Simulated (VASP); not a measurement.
Here is a VASP 6.6.1 calculation.

The input INCAR:

```
SYSTEM = TiO2
  ALGO = Normal
  EDIFF = 1E-7
  ENCUT = 520
  GGA = PE
  ISIF = 2
  ISMEAR = 0
  LASPH = .True.
  LCHARG = .True.
  LDAU = .True.
  LDAUJ = 0 0
  LDAUL = 2 -1
  LDAUPRINT = 1
  LDAUTYPE = 2
  LDAUU = 4 0
  LELF = .True.
  LMAXMIX = 4
  LREAL = .False.
  LVHAR = .True.
  LWAVE = .False.
  NBANDS = 33
  NELM = 150
  PREC = Accurate
  SIGMA = 0.05
```

File KPOINTS:

```
k-points
0
Gamma
  6 6 6
  0 0 0
```

Contents of POSCAR:

```
TiO2
1.0
    2.7556872760     -2.7557638530     -0.0205630457
    2.7556872760      2.7557638530     -0.0205630457
   -2.7183033669      0.0000000000      5.0124994207
Ti O
2 4
Direct
    0.1250069486      0.8749930514      0.2500000000
    0.8749930514      0.1250069486      0.7500000000
    0.3455605588      0.0955838341      0.6911308395
    0.6544394412      0.9044161659      0.3088691605
    0.9044161659      0.6544394412      0.8088691605
    0.0955838341      0.3455605588      0.1911308395
```

Potentials or basis: VASP PAW PBE potentials, release 64 (Ti_sv, O).

The run is started by

```bash
$ cat potpaw_PBE.64/Ti_sv/POTCAR potpaw_PBE.64/O/POTCAR > POTCAR
$ mpirun -np 1 vasp_std > vasp.out
```

Problem. Estimate the pressure.

Solution. -11.1 GPa.

Problem. What does it give for the largest force?

Solution. 1.492 eV/Å.

Eigenvalues of the final occupation matrices:
```
    site  spin  trace               eigenvalues
site 1 d     1   0.76  0.09 0.09 0.12 0.20 0.25
site 1 d     2   0.76  0.09 0.09 0.12 0.20 0.25
site 2 d     1   0.76  0.09 0.09 0.12 0.20 0.25
site 2 d     2   0.76  0.09 0.09 0.12 0.20 0.25
```

Caveat: the cell differs from its parent crystal (atoms shifted along a free coordinate); the stress differs along the axes, from -20 to -7 GPa; forces of over 1 eV/Å act on the atoms, so gaps and moduli don't describe the material at rest.
